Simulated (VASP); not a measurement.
# Ge (Fd-3m) in VASP: notebook, part 2 of 2

VASP 6.6.1. The steps go on from the part before.

### Step 4. Single point, PBE (strain +0.040 along x and y, +0.040 along z)

File INCAR:

```
SYSTEM = Ge
ALGO = Normal
EDIFF = 1E-6
ENCUT = 500
GGA = PE
GGA_COMPAT = .False.
ISIF = 2
ISMEAR = 0
LASPH = .True.
LCHARG = .True.
LELF = .True.
LREAL = .False.
LVHAR = .True.
LWAVE = .False.
NBANDS = 21
NELM = 120
PREC = Accurate
SIGMA = 0.15
```

File KPOINTS:

```
k-points
0
Gamma
  14 14 14
  0 0 0
```

File POSCAR:

```
Ge
1.0
    0.0000000000      2.9419208000      2.9419208000
    2.9419208000      0.0000000000      2.9419208000
    2.9419208000      2.9419208000      0.0000000000
Ge
2
Direct
    0.5000000000      0.5000000000      0.5000000000
    0.7500000000      0.7500000000      0.7500000000
```

Potentials or basis: VASP PAW PBE potentials, release 64 (Ge_d).

The run is started by

```bash
> cat potpaw_PBE.64/Ge_d/POTCAR > POTCAR
> mpirun -np 1 vasp_std > vasp.out
```

OUTCAR:

```text
SYSTEM = Ge
   EDIFF = 1E-6
   ENCUT = 500
   GGA = PE
   ISIF = 2
   ISMEAR = 0
   LASPH = .True.
   LREAL = .False.
   NELM = 120
   PREC = Accurate

 ion  position               nearest neighbor table
   1  0.500  0.500  0.500-   2 2.55   2 2.55   2 2.55   2 2.55
   2  0.750  0.750  0.750-   1 2.55   1 2.55   1 2.55   1 2.55

  LATTYP: Found a face centered cubic cell.
 ALAT       =     5.8838416000

  Lattice vectors:

 A1 = (   0.0000000000,   2.9419208000,   2.9419208000)
 A2 = (   2.9419208000,   0.0000000000,   2.9419208000)
 A3 = (   2.9419208000,   2.9419208000,   0.0000000000)

Analysis of symmetry for initial positions (statically):
=====================================================================
 Subroutine PRICEL returns:
 Original cell was already a primitive cell.

 Routine SETGRP: Setting up the symmetry group for a
 face centered cubic supercell.

 Subroutine GETGRP returns: Found 48 space group operations
 (whereof 24 operations were pure point group operations)
 out of a pool of 48 trial point group operations.

The static configuration has the point symmetry T_d .
 The point group associated with its full space group is O_h .

Analysis of symmetry for dynamics (positions and initial velocities):
=====================================================================
 Subroutine PRICEL returns:
 Original cell was already a primitive cell.

 Routine SETGRP: Setting up the symmetry group for a
 face centered cubic supercell.

 Subroutine GETGRP returns: Found 48 space group operations
 (whereof 24 operations were pure point group operations)
 out of a pool of 48 trial point group operations.

The dynamic configuration has the point symmetry T_d .
 The point group associated with its full space group is O_h .

 Subroutine INISYM returns: Found 48 space group operations
 (whereof 24 operations are pure point group operations),
 and found     1 'primitive' translations

----------------------------------------------------------------------------------------

                                     Primitive cell

  volume of cell :      50.9240

  direct lattice vectors                    reciprocal lattice vectors
     0.000000000  2.941920800  2.941920800    -0.169956989  0.169956989  0.169956989
     2.941920800  0.000000000  2.941920800     0.169956989 -0.169956989  0.169956989
     2.941920800  2.941920800  0.000000000     0.169956989  0.169956989 -0.169956989

  length of vectors
     4.160504295  4.160504295  4.160504295     0.294374139  0.294374139  0.294374139

  position of ions in fractional coordinates (direct lattice)
     0.500000000  0.500000000  0.500000000
     0.750000000  0.750000000  0.750000000

  ion indices of the primitive-cell ions
   primitive index   ion index
                 1           1
                 2           2

----------------------------------------------------------------------------------------

 KPOINTS: k-points

Automatic generation of k-mesh.
 Grid dimensions read from file:
 generate k-points for:   14   14   14

 Generating k-lattice:

  Cartesian coordinates                     Fractional coordinates (reciprocal lattice)
    -0.012139785  0.012139785  0.012139785     0.071428571  0.000000000  0.000000000
     0.012139785 -0.012139785  0.012139785     0.000000000  0.071428571  0.000000000
     0.012139785  0.012139785 -0.012139785     0.000000000  0.000000000  0.071428571

  Length of vectors
     0.021026724  0.021026724  0.021026724

  Shift w.r.t. Gamma in fractional coordinates (k-lattice)
     0.000000000  0.000000000  0.000000000

 Subroutine IBZKPT returns following result:
 ===========================================

 Found    104 irreducible k-points:

 Following reciprocal coordinates:
            Coordinates               Weight
  0.000000  0.000000  0.000000      1.000000
  0.071429  0.000000  0.000000      8.000000
  0.142857  0.000000  0.000000      8.000000
  0.214286  0.000000  0.000000      8.000000
  0.285714  0.000000  0.000000      8.000000
  0.357143  0.000000  0.000000      8.000000
[... 16 lines left out ...]
  0.214286  0.142857  0.000000     24.000000
  0.285714  0.142857  0.000000     24.000000
 [... further k-points ...]
   k-points           NKPTS =    104   k-points in BZ     NKDIM =    104   number of bands    NBANDS=     21
   number of dos      NEDOS =    301   number of ions     NIONS =      2
   total plane-waves  NPLWV =  27000
   dimension x,y,z NGX =    30 NGY =   30 NGZ =   30
   dimension x,y,z NGXF=    60 NGYF=   60 NGZF=   60
   ions per type =               2
   NGX,Y,Z   is equivalent  to a cutoff of  11.99, 11.99, 11.99 a.u.
   NGXF,Y,Z  is equivalent  to a cutoff of  23.97, 23.97, 23.97 a.u.
 SYSTEM =  Ge
   PREC   = accura    normal or accurate (medium, high low for compatibility)
   ISTART =      0    job   : 0-new  1-cont  2-samecut
   ICHARG =      2    charge: 1-file 2-atom 10-const
   ISPIN  =      1    spin polarized calculation?
   LNONCOLLINEAR =      F non collinear calculations
   LSORBIT =      F    spin-orbit coupling
   LASPH  =      T    aspherical Exc in radial PAW
   ENCUT  =  500.0 eV  36.75 Ry    6.06 a.u.   7.59  7.59  7.59*2*pi/ulx,y,z
   NELM   =    120;   NELMIN=  2; NELMDL= -5     # of ELM steps
   EDIFF  = 0.1E-05   stopping-criterion for ELM
   LREAL  =      F    real-space projection
   EDIFFG = 0.1E-04   stopping-criterion for IOM
   NSW    =      0    number of steps for IOM
   IBRION =     -1    ionic relax: 0-MD 1-quasi-New 2-CG
   NFREE  =      0    steps in history (QN), initial steepest desc. (CG)
   ISIF   =      2    stress and relaxation
   ISYM   =      2    0-nonsym 1-usesym 2-fastsym
   POTIM  = 0.5000    time-step for ionic-motion
   TEBEG  =    0.0;   TEEND  =   0.0 temperature during run
   PSTRESS=    0.0 pullay stress
   NELECT =      28.0000    total number of electrons
   NUPDOWN=      -1.0000    fix difference up-down
   EMIN   =  10.00;   EMAX   =-10.00  energy-range for DOS
   EFERMI =   0.00;   METHOD = LEGACY
   ISMEAR =     0;   SIGMA  =   0.15  broadening in eV -4-tet -1-fermi 0-gaus
   EFERMI_NEDOS =   21; number of points for ismear=-14 and -15
   IALGO  =     38    algorithm
   IMIX   =      4    mixing-type and parameters
     AMIX     =   0.40;   BMIX     =  1.00
     AMIX_MAG =   1.60;   BMIX_MAG =  1.00
  volume/ion in A,a.u.               =      25.46       171.83
  Fermi-wavevector in a.u.,A,eV,Ry     =   1.341178  2.534460 24.473607  1.798759
  Thomas-Fermi vector in A             =   2.469433
   LORBIT       =      0    0 simple, 1 ext, 2 COOP (PROOUT), +10 PAW based schemes
   GGA     = PE    functional components
   LHFCALC =     F    Hartree Fock is set to
   AEXX    =    0.0000 exact exchange contribution
   IVDW    =     0    specifies the selected vdW correction
   LEPSILON=     F    determine dielectric tensor
   LRPA    =     F    only Hartree local field effects (RPA)
 non-spin polarized calculation
 Gauss-broadening in eV      SIGMA  =   0.15
  energy-cutoff  :      500.00
  volume of cell :       50.92
 maximum number of plane-waves:      1311
   NGX = 15   NGY = 15   NGZ = 15

 number of electron      28.0000009 magnetization

 Free energy of the ion-electron system (eV)
  ---------------------------------------------------
  ext. energy  EPLUGINS =         0.00000000
  ---------------------------------------------------
  free energy    TOTEN  =        -9.00423961 eV

  energy without entropy =       -9.00276481  energy(sigma->0) =       -9.00350221

 E-fermi :   3.8561     XC(G=0):  -9.3808

 val. band max:        3.8090305560   @ k =   0.4286   0.0000   0.0000
 cond. band min:       3.9141245617   @ k =   0.0000   0.0000   0.0000
 fundamental gap:      0.1050940057
 Fermi energy:         3.8561226577

 k-point     1 :       0.0000    0.0000    0.0000
  band No.  band energies     occupation
      1     -20.7703      2.00000
      2     -20.7703      2.00000
      3     -20.7703      2.00000
      4     -20.7424      2.00000
      5     -20.7424      2.00000
      6     -20.5874      2.00000
[... 13 lines left out ...]
     20      13.0879      0.00000
     21      13.0879      0.00000

 k-point     2 :       0.0714    0.0000    0.0000
  band No.  band energies     occupation
      1     -20.7726      2.00000
      2     -20.7726      2.00000
      3     -20.7696      2.00000
      4     -20.7393      2.00000
      5     -20.7393      2.00000
      6     -20.5928      2.00000
[... 520 lines left out ...]
 k-point    24 :       0.2857    0.1429    0.0000
  band No.  band energies     occupation
      1     -20.7882      2.00000
      2     -20.7827      2.00000
      3     -20.7653      2.00000
      4     -20.7221      2.00000
      5     -20.7054      2.00000
      6     -20.6353      2.00000
[... 13 lines left out ...]
     20      12.7833      0.00000
     21      13.3906      0.00000

 [... further k-points ...]
[... 5 lines left out ...]
  --------------------------------------------------------------------------------------
  -------------------------------------------------------------------------------------
  Total       -1.0472284     -1.0472284     -1.0472284      0.0000000      0.0000000      0.0000000
  in kB      -32.9479999    -32.9479999    -32.9479999      0.0000000      0.0000000      0.0000000
  external PRESSURE =     -32.9479999 kB  Pullay stress =       0.0000000 kB

 VOLUME and BASIS-vectors are now :
 -----------------------------------------------------------------------------
  energy-cutoff  :      500.00
  volume of cell :       50.92
      direct lattice vectors                 reciprocal lattice vectors
     0.000000000  2.941920800  2.941920800    -0.169956989  0.169956989  0.169956989
     2.941920800  0.000000000  2.941920800     0.169956989 -0.169956989  0.169956989
     2.941920800  2.941920800  0.000000000     0.169956989  0.169956989 -0.169956989

 POSITION                                       TOTAL-FORCE (eV/Angst)
 -----------------------------------------------------------------------------------
      2.94192      2.94192      2.94192        -0.000000     -0.000000     -0.000000
      4.41288      4.41288      4.41288         0.000000      0.000000      0.000000
 -----------------------------------------------------------------------------------
    total drift:                                0.000000     -0.000000      0.000000

  FREE ENERGIE OF THE ION-ELECTRON SYSTEM (eV)
  ---------------------------------------------------
  free  energy   TOTEN  =        -9.0042396092 eV

  energy  without entropy=       -9.0027648114  energy(sigma->0) =       -9.00350221
```

OSZICAR:

```text
N       E                     dE             d eps       ncg     rms          rms(c)
DAV:   1     0.194622720081E+03    0.19462E+03   -0.14503E+04  4809   0.342E+03
DAV:   2     0.199164065656E+02   -0.17471E+03   -0.16943E+03  4378   0.610E+02
DAV:   3    -0.804866441963E+01   -0.27965E+02   -0.27788E+02  5008   0.144E+02
DAV:   4    -0.904154831229E+01   -0.99288E+00   -0.99240E+00  4903   0.319E+01
DAV:   5    -0.905857271087E+01   -0.17024E-01   -0.17024E-01  4993   0.468E+00    0.272E+00
DAV:   6    -0.902236601423E+01    0.36207E-01   -0.17748E-02  5745   0.154E+00    0.161E+00
DAV:   7    -0.900252228570E+01    0.19844E-01   -0.34246E-02  4787   0.187E+00    0.138E-01
DAV:   8    -0.900394134872E+01   -0.14191E-02   -0.48089E-03  4893   0.908E-01    0.435E-02
DAV:   9    -0.900420319426E+01   -0.26185E-03   -0.28202E-04  4853   0.177E-01    0.129E-02
DAV:  10    -0.900423665988E+01   -0.33466E-04   -0.50944E-05  5164   0.623E-02    0.557E-03
DAV:  11    -0.900423971776E+01   -0.30579E-05   -0.70761E-06  4659   0.359E-02    0.164E-03
DAV:  12    -0.900423960922E+01    0.10854E-06   -0.31469E-07  3242   0.104E-02
   1 F= -.90042396E+01 E0= -.90035022E+01  d E =-.147480E-02
```

It took 48 s on 1 thread of Intel Xeon 6975P-C (Granite Rapids), shared host; peak memory 0.21 GiB.

Results:

* Free energy: -9.0042 eV
* Pressure: -3.3 GPa
* Band gap on the k mesh: zero (band 14 reaches 3.91 eV, above the bottom of band 15 at 3.77 eV)

Levels at points of the mesh, in eV from the Fermi level:
```csv
k point,band 10,band 11,band 12,band 13,band 14,band 15,band 16,band 17,band 18,band 19
"(0.00, 0.00, 0.00)",-24.44,-11.87,-0.93,0.06,0.06,0.06,2.55,2.55,2.55,6.20
"(0.50, 0.00, 0.00)",-24.42,-10.06,-7.06,-1.18,-1.18,-0.09,3.73,3.73,7.10,9.80
"(0.50, 0.50, 0.00)",-24.41,-8.42,-8.42,-2.63,-2.63,0.94,0.94,8.63,8.63,10.55
```

Caveat: the cell differs from its parent crystal (strain +0.040 along x and y, +0.040 along z).

### Step 5. Summary

```csv
cell,gap on the mesh (eV),pressure (GPa)
"a = 3.680 Å, angles 60.0°, 2 atoms",0.12,36.5
"a = 3.840 Å, angles 60.0°, 2 atoms",0.38,15.8
"a = 4.161 Å, angles 60.0°, 2 atoms",none,-3.3
```

Alike in all rows: task single point; level PBE; potentials or basis VASP PAW PBE potentials, release 64 (Ge_d); no spin polarisation; k mesh 14 × 14 × 14; cutoff (eV) 500; smearing gaussian 0.15 eV.

Total energies depend on the potentials used, so only differences within one code and one set of settings carry meaning.
